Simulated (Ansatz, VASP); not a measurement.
# GaP in VASP and in Ansatz

```xyz
2
Lattice="0.0000 2.7324 2.7324 2.7324 0.0000 2.7324 2.7324 2.7324 0.0000" Properties=species:S:1:pos:R:3 pbc="T T T"
Ga    0.0000    0.0000    0.0000
P     4.0986    4.0986    4.0986
```

Alike in both runs: functional HSE06; k mesh 8 × 8 × 8; occupations gaussian, width 0.02 eV; no spin polarisation.

Ansatz relaxed the structure, and its values are those at the end. VASP's run is a single point on that final structure, the one shown.

```csv
,VASP,Ansatz
version,VASP 6.6.1,Ansatz 0.2.0
potentials or method,"VASP PAW PBE potentials, release 64 (Ga_d, P), cutoff 400 eV","scalar-relativistic, plane waves, PAW"
valence electrons in the cell,18,18
```

```tsv
	VASP	Ansatz	Ansatz less VASP
gap on the k mesh at the Fermi level (eV)	2.31	2.30	-0.003
least direct gap on the mesh (eV)	2.72	2.72	+0.005
```
